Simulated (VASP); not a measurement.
Input of a VASP 6.6.1 run:

File INCAR:

```
  PREC = Accurate
  ENCUT = 520
  EDIFF = 1E-7
  ISMEAR = 0
  SIGMA = 0.15
  LREAL = Auto
  LASPH = True
  NELM = 60
  ALGO = Normal
  ISIF = 2
  LWAVE = False
  LCHARG = False
  GGA = PS
  NBANDS = 32
```

KPOINTS

```
regular mesh
0
Gamma
  5 6 4
```

Contents of POSCAR:

```
Be16C
1.0
   -2.2900000000     -3.9663960000      0.0000000000
    3.4350000000     -1.9831980000      0.0000000000
    0.0000000000      0.0000000000      7.1768600000
Be C
16 1
Direct
    0.7499786341      0.4947391767     -0.0180282185
    0.4802225953      0.3230665919      0.2573787144
    0.7497816613      0.4990666679      0.5059459151
    0.4935906046      0.3390464292      0.7433675730
    0.4787335037      0.0093093810     -0.0089181062
    0.2498275023      0.8024625852      0.2568720861
    0.4934033673     -0.0056454990      0.5062059174
    0.2497470574      0.8358395230      0.7433108630
    0.2498138123      0.5303396303     -0.0083476618
    0.0191105905      0.3227901753      0.2572133217
    0.2497681138      0.4971650599      0.5054346887
    0.0060781380      0.3389458329      0.7433714744
    0.0205103175      0.0096863543     -0.0087272150
    0.7499707658      0.8386812383      0.2690042721
    0.0062684959     -0.0055467669      0.5061974178
    0.7497778446      0.8338603389      0.7436204691
    0.7494388093      0.1643970519      0.1240825375
```

Potentials or basis: VASP PAW PBE potentials, release 64 (Be, C).

Command:

```bash
$ cat potpaw_PBE.64/Be/POTCAR potpaw_PBE.64/C/POTCAR > POTCAR
$ mpirun -np 1 vasp_std > vasp.out
```

Q: What does it give for the largest force?

A: 0.030 eV/Å.

Q: Predict the band gap on the k mesh.

A: Zero (bands 18 and 19 overlap by 1.08 eV).

Q: Predict the pressure.

A: 8.2 GPa.

Forces in eV/Å, atoms in the order of the input:
```
Be   0.003  0.004 -0.017
Be   0.020  0.007  0.011
Be  -0.008  0.004 -0.010
Be   0.004  0.004 -0.009
Be  -0.007 -0.008  0.001
Be  -0.008  0.007 -0.006
Be   0.000 -0.003 -0.005
Be   0.002 -0.001  0.006
Be   0.010 -0.003  0.014
Be   0.009 -0.024  0.016
Be  -0.003  0.002  0.002
Be   0.000 -0.005 -0.009
Be  -0.009  0.009 -0.008
Be  -0.019  0.015  0.007
Be   0.002  0.003 -0.006
Be   0.007 -0.004  0.001
C   -0.003 -0.006  0.014
```

Caveat: the PAW data sets were made with another functional, which shifts forces and pressure a little.
